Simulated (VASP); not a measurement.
# W4C4F in VASP: single point with PBE+D3(BJ)

Aim: the single point of W4C4F with PBE+D3(BJ).

Program: VASP 6.6.1. These are calculated values, not measurements. Logs are shortened: lines on timing, memory, paths and dates and some standing lists are left out, and cuts for length are marked.

**1. The cell of the first run**

The cell holds a slab with vacuum, 18 atoms: a = 5.699 Å, b = 5.699 Å, c = 15.197 Å, α = 90.00°, β = 90.00°, γ = 120.00°.

**2. Single point, PBE+D3(BJ)**

INCAR

```
SYSTEM = W4C4F
PREC = Accurate ; ENCUT = 520
EDIFF = 1E-6 ; ISMEAR = 0
SIGMA = 0.15 ; LREAL = Auto
LASPH = .True. ; NELM = 100
ALGO = Normal ; ISIF = 2
LWAVE = .False. ; LCHARG = .False.
GGA = PE ; IVDW = 12
NBANDS = 94
```

KPOINTS

```
regular mesh
0
Gamma
  3 3 1
  0 0 0
```

POSCAR

```
W4C4F
1.0
    5.6991000000      0.0000000000      0.0000000000
   -2.8495500000      4.9355650000      0.0000000000
    0.0000000000      0.0000000000     15.1973150000
W C F
8 8 2
Direct
    0.0000000000      0.0000000000      0.0658011000
    0.0015499687     -0.0015419590      0.2552817934
    0.0000000000      0.5000000000      0.0658011000
    0.0004535518      0.4995507220      0.2536942187
    0.5000000000      0.0000000000      0.0658011000
    0.5004555368     -0.0004541668      0.2536904927
    0.5000000000      0.5000000000      0.0658011000
    0.5015461784      0.4984562462      0.2552787524
    0.3332349170      0.1667785667      0.1530607999
    0.3394821725      0.1605345821      0.3304431127
    0.3340626646      0.6659433387      0.1545661932
    0.3308537736      0.6691534094      0.3396555207
    0.8340687973      0.1659417513      0.1545654106
    0.8308472577      0.1691320130      0.3396557092
    0.8332263525      0.6667727605      0.1530595860
    0.8394635008      0.6605311515      0.3304446447
    0.8390329889      0.1609263613      0.4271096032
    0.3390825073     -0.3391144517      0.4271080585
```

Potentials or basis: VASP PAW PBE potentials, release 64 (W_sv, C, F).

The run is started by

```bash
$ cat potpaw_PBE.64/W_sv/POTCAR potpaw_PBE.64/C/POTCAR potpaw_PBE.64/F/POTCAR > POTCAR
$ mpirun -np 1 vasp_std > vasp.out
```

OUTCAR:

```text
SYSTEM = W4C4F
   PREC = Accurate
   ENCUT = 520
   EDIFF = 1E-6
   ISMEAR = 0
   LREAL = Auto
   LASPH = .True.
   NELM = 100
   ISIF = 2
   GGA = PE
   IVDW = 12
 IVDW          = 12

 ion  position               nearest neighbor table
   1  0.000  0.000  0.066-  15 2.11   9 2.11  13 2.12   7 2.85   3 2.85   3 2.85   7 2.85   5 2.85
                             5 2.85   2 2.88
   2  0.002  0.998  0.255-  16 2.02  10 2.02  14 2.12  13 2.25   9 2.26  15 2.26   4 2.84   6 2.84
                             8 2.85   8 2.85   6 2.86   4 2.86   1 2.88
   3  0.000  0.500  0.066-  15 2.11  13 2.13  11 2.13   5 2.85   1 2.85   1 2.85   5 2.85   7 2.85
                             7 2.85   4 2.86
   4  0.000  0.500  0.254-  16 1.97  12 2.09  14 2.09  11 2.23  13 2.23  15 2.25   2 2.84   8 2.84
                             6 2.85   6 2.85   3 2.86   8 2.86   2 2.86
   5  0.500  0.000  0.066-   9 2.11  11 2.13  13 2.13   7 2.85   3 2.85   7 2.85   3 2.85   1 2.85
                             1 2.85   6 2.86
   6  0.500  1.000  0.254-  10 1.97  14 2.09  12 2.09  11 2.23  13 2.23   9 2.25   2 2.84   8 2.84
                             4 2.85   4 2.85   5 2.86   8 2.86   2 2.86
   7  0.500  0.500  0.066-   9 2.11  15 2.11  11 2.12   5 2.85   1 2.85   5 2.85   1 2.85   3 2.85
                             3 2.85   8 2.88
   8  0.502  0.498  0.255-  16 2.02  10 2.02  12 2.12  11 2.25   9 2.26  15 2.26   4 2.84   6 2.84
                             2 2.85   2 2.85   6 2.86   4 2.86   7 2.88
   9  0.333  0.167  0.153-   7 2.11   1 2.11   5 2.11   6 2.25   8 2.26   2 2.26
  10  0.339  0.161  0.330-   6 1.97   8 2.02   2 2.02
  11  0.334  0.666  0.155-   7 2.12   5 2.13   3 2.13   6 2.23   4 2.23   8 2.25
  12  0.331  0.669  0.340-  18 1.33   4 2.09   6 2.09   8 2.12
  13  0.834  0.166  0.155-   1 2.12   3 2.13   5 2.13   6 2.23   4 2.23   2 2.25
  14  0.831  0.169  0.340-  17 1.33   6 2.09   4 2.09   2 2.12
  15  0.833  0.667  0.153-   7 2.11   1 2.11   3 2.11   4 2.25   8 2.26   2 2.26
  16  0.839  0.661  0.330-   4 1.97   8 2.02   2 2.02
  17  0.839  0.161  0.427-  14 1.33
  18  0.339  0.661  0.427-  12 1.33

  LATTYP: Found a hexagonal cell.
 ALAT       =     5.6991000000
 C/A-ratio  =     2.6666166588

  Lattice vectors:

 A1 = (   5.6991000000,   0.0000000000,   0.0000000000)
 A2 = (  -2.8495500000,   4.9355650000,   0.0000000000)
 A3 = (   0.0000000000,   0.0000000000,  15.1973150000)

Analysis of symmetry for initial positions (statically):
=====================================================================
 Subroutine PRICEL returns:
 Original cell was already a primitive cell.

 Routine SETGRP: Setting up the symmetry group for a
 hexagonal supercell.

 Subroutine GETGRP returns: Found  1 space group operations
 (whereof  1 operations were pure point group operations)
 out of a pool of 24 trial point group operations.

The static configuration has the point symmetry C_1 .

Analysis of symmetry for dynamics (positions and initial velocities):
=====================================================================
 Subroutine PRICEL returns:
 Original cell was already a primitive cell.

 Routine SETGRP: Setting up the symmetry group for a
 hexagonal supercell.

 Subroutine GETGRP returns: Found  1 space group operations
 (whereof  1 operations were pure point group operations)
 out of a pool of 24 trial point group operations.

The dynamic configuration has the point symmetry C_1 .

 Subroutine INISYM returns: Found  1 space group operations
 (whereof  1 operations are pure point group operations),
 and found     1 'primitive' translations

----------------------------------------------------------------------------------------

                                     Primitive cell

  volume of cell :     427.4743

  direct lattice vectors                    reciprocal lattice vectors
     5.699100000  0.000000000  0.000000000     0.175466302  0.101305524  0.000000000
    -2.849550000  4.935565000  0.000000000     0.000000000  0.202611049  0.000000000
     0.000000000  0.000000000 15.197315000     0.000000000  0.000000000  0.065801097

  length of vectors
     5.699100000  5.699099672 15.197315000     0.202611037  0.202611049  0.065801097

  position of ions in fractional coordinates (direct lattice)
     0.000000000  0.000000000  0.065801100
     0.001549969  0.998458041  0.255281793
     0.000000000  0.500000000  0.065801100
     0.000453552  0.499550722  0.253694219
     0.500000000  0.000000000  0.065801100
     0.500455537  0.999545833  0.253690493
[... 10 lines left out ...]
     0.839032989  0.160926361  0.427109603
     0.339082507  0.660885548  0.427108058

  ion indices of the primitive-cell ions
   primitive index   ion index
                 1           1
                 2           2
                 3           3
                 4           4
                 5           5
                 6           6
[... 10 lines left out ...]
                17          17
                18          18

----------------------------------------------------------------------------------------

 KPOINTS: regular mesh

Automatic generation of k-mesh.
 Grid dimensions read from file:
 generate k-points for:    3    3    1

 Generating k-lattice:

  Cartesian coordinates                     Fractional coordinates (reciprocal lattice)
     0.058488767  0.033768508  0.000000000     0.333333333  0.000000000  0.000000000
     0.000000000  0.067537016  0.000000000     0.000000000  0.333333333  0.000000000
     0.000000000  0.000000000  0.065801097     0.000000000  0.000000000  1.000000000

  Length of vectors
     0.067537012  0.067537016  0.065801097

  Shift w.r.t. Gamma in fractional coordinates (k-lattice)
     0.000000000  0.000000000  0.000000000

 Subroutine IBZKPT returns following result:
 ===========================================

 Found      5 irreducible k-points:

 Following reciprocal coordinates:
            Coordinates               Weight
  0.000000  0.000000  0.000000      1.000000
  0.333333 -0.000000  0.000000      2.000000
  0.000000  0.333333  0.000000      2.000000
 -0.333333  0.333333  0.000000      2.000000
  0.333333  0.333333  0.000000      2.000000
   k-points           NKPTS =      5   k-points in BZ     NKDIM =      5   number of bands    NBANDS=     94
   number of dos      NEDOS =    301   number of ions     NIONS =     18
   total plane-waves  NPLWV = 211680
   dimension x,y,z NGX =    42 NGY =   42 NGZ =  120
   dimension x,y,z NGXF=    84 NGYF=   84 NGZF=  240
   ions per type =               8   8   2
   NGX,Y,Z   is equivalent  to a cutoff of  12.25, 12.25, 13.13 a.u.
   NGXF,Y,Z  is equivalent  to a cutoff of  24.50, 24.50, 26.25 a.u.
 SYSTEM =  W4C4F
   PREC   = accura    normal or accurate (medium, high low for compatibility)
   ISTART =      0    job   : 0-new  1-cont  2-samecut
   ICHARG =      2    charge: 1-file 2-atom 10-const
   ISPIN  =      1    spin polarized calculation?
   LNONCOLLINEAR =      F non collinear calculations
   LSORBIT =      F    spin-orbit coupling
   LASPH  =      T    aspherical Exc in radial PAW
   ENCUT  =  520.0 eV  38.22 Ry    6.18 a.u.  10.60 10.60 28.26*2*pi/ulx,y,z
   NELM   =    100;   NELMIN=  2; NELMDL= -5     # of ELM steps
   EDIFF  = 0.1E-05   stopping-criterion for ELM
   LREAL  =      T    real-space projection
   EDIFFG = 0.1E-04   stopping-criterion for IOM
   NSW    =      0    number of steps for IOM
   IBRION =     -1    ionic relax: 0-MD 1-quasi-New 2-CG
   NFREE  =      0    steps in history (QN), initial steepest desc. (CG)
   ISIF   =      2    stress and relaxation
   ISYM   =      2    0-nonsym 1-usesym 2-fastsym
   POTIM  = 0.5000    time-step for ionic-motion
   TEBEG  =    0.0;   TEEND  =   0.0 temperature during run
   PSTRESS=    0.0 pullay stress
   NELECT =     158.0000    total number of electrons
   NUPDOWN=      -1.0000    fix difference up-down
   EMIN   =  10.00;   EMAX   =-10.00  energy-range for DOS
   EFERMI =   0.00;   METHOD = LEGACY
   ISMEAR =     0;   SIGMA  =   0.15  broadening in eV -4-tet -1-fermi 0-gaus
   EFERMI_NEDOS =   21; number of points for ismear=-14 and -15
   IALGO  =     38    algorithm
   IMIX   =      4    mixing-type and parameters
     AMIX     =   0.40;   BMIX     =  1.00
     AMIX_MAG =   1.60;   BMIX_MAG =  1.00
  volume/ion in A,a.u.               =      23.75       160.26
  Fermi-wavevector in a.u.,A,eV,Ry     =   1.174872  2.220186 18.780448  1.380324
  Thomas-Fermi vector in A             =   2.311262
   LORBIT       =      0    0 simple, 1 ext, 2 COOP (PROOUT), +10 PAW based schemes
   GGA     = PE    functional components
   LHFCALC =     F    Hartree Fock is set to
   AEXX    =    0.0000 exact exchange contribution
   IVDW    =    12    specifies the selected vdW correction
   LEPSILON=     F    determine dielectric tensor
   LRPA    =     F    only Hartree local field effects (RPA)
 non-spin polarized calculation
 Gauss-broadening in eV      SIGMA  =   0.15
  energy-cutoff  :      520.00
  volume of cell :      427.47
 maximum number of plane-waves:     11565
 NGX is ok and might be reduce to    42
   NGX = 21   NGY = 21   NGZ = 57

 number of electron     157.9999995 magnetization

 Free energy of the ion-electron system (eV)
  ---------------------------------------------------
  ext. energy  EPLUGINS =         0.00000000
  ---------------------------------------------------
  free energy    TOTEN  =      -171.81612772 eV

  energy without entropy =     -171.71863648  energy(sigma->0) =     -171.76738210

 E-fermi :   0.9145     XC(G=0):  -6.9679

 val. band max:        0.8825684693   @ k =   0.3333  -0.0000   0.0000
 cond. band min:       0.9204116984   @ k =   0.0000   0.3333   0.0000
 fundamental gap:      0.0378432291
 Fermi energy:         0.9144832634

 k-point     1 :       0.0000    0.0000    0.0000
  band No.  band energies     occupation
      1     -72.7113      2.00000
      2     -72.6411      2.00000
      3     -72.6382      2.00000
      4     -72.6355      2.00000
      5     -72.5404      2.00000
      6     -72.4940      2.00000
[... 459 lines left out ...]
     90       3.8961      0.00000
     91       3.9070      0.00000
 [bands above 91 left out]

------------------------ aborting loop because EDIFF is reached ----------------------------------------

 Edisp (eV)   -4.97214

 E8    (eV) :    -2.3299

  FORCE on cell =-STRESS in cart. coord.  units (eV):
  Direction    XX          YY          ZZ          XY          YZ          ZX
  --------------------------------------------------------------------------------------
  -------------------------------------------------------------------------------------
  Total      15.96615    15.48969     1.61671    -0.41181    -0.01550     0.02780
  in kB      59.84127    58.05550     6.05946    -1.54346    -0.05809     0.10420
  external pressure =       41.32 kB  Pullay stress =        0.00 kB

 VOLUME and BASIS-vectors are now :
 -----------------------------------------------------------------------------
  energy-cutoff  :      520.00
  volume of cell :      427.47
      direct lattice vectors                 reciprocal lattice vectors
     5.699100000  0.000000000  0.000000000     0.175466302  0.101305524  0.000000000
    -2.849550000  4.935565000  0.000000000     0.000000000  0.202611049  0.000000000
     0.000000000  0.000000000 15.197315000     0.000000000  0.000000000  0.065801097

 POSITION                                       TOTAL-FORCE (eV/Angst)
 -----------------------------------------------------------------------------------
      0.00000      0.00000      1.00000        -0.080708      0.046969     -0.076518
     -2.83632      4.92795      3.87960        -0.021872      0.012530     -0.012873
     -1.42477      2.46778      1.00000         0.077940     -0.044855     -0.034501
     -1.42091      2.46557      3.85547         0.033416     -0.019944     -0.022871
      2.84955      0.00000      1.00000         0.078003     -0.044758     -0.034767
      0.00389      4.93332      3.85541         0.033456     -0.018872     -0.022018
[... 10 lines left out ...]
      4.32317      0.79426      6.49092         0.020560     -0.011890      0.383914
      0.04924      3.26184      6.49090         0.020067     -0.011347      0.383510
 -----------------------------------------------------------------------------------
    total drift:                                0.009535     -0.005599     -0.013174

  FREE ENERGIE OF THE ION-ELECTRON SYSTEM (eV)
  ---------------------------------------------------
  free  energy   TOTEN  =      -176.7882635078 eV

  energy  without entropy=     -176.6907722666  energy(sigma->0) =     -176.73951789
```

It took 8.7 min on 1 thread of Intel Xeon Platinum 8488C (Sapphire Rapids), shared host; peak memory 0.52 GiB.

What came out:

| Quantity | Value |
| --- | --- |
| Free energy | -176.7883 eV |
| Largest force | 0.385 eV/Å |
| Band gap on the k mesh | zero (bands 79 and 80 overlap by 0.97 eV) |
| Dispersion energy per atom | -0.276 eV |

Forces in eV/Å, atoms in the order of the input:
```
W   -0.081  0.047 -0.077
W   -0.022  0.013 -0.013
W    0.078 -0.045 -0.035
W    0.033 -0.020 -0.023
W    0.078 -0.045 -0.035
W    0.033 -0.019 -0.022
W   -0.081  0.047 -0.077
W   -0.022  0.013 -0.012
C    0.006 -0.005 -0.002
C   -0.011  0.006  0.095
C    0.000  0.000 -0.006
C   -0.023  0.013 -0.324
C   -0.001  0.000 -0.005
C   -0.024  0.015 -0.324
C    0.007 -0.004 -0.002
C   -0.010  0.006  0.095
F    0.021 -0.012  0.384
F    0.020 -0.011  0.384
```

Caveat: the k points lie up to 0.42 Å⁻¹ apart, too coarse for converged energies and pressures of a metal; there is no dipole correction, which matters where the two faces differ; spin-orbit coupling is left out, which moves the levels of the heavy elements.

The gap in the log of VASP goes by the Fermi energy; the results here count the filled bands.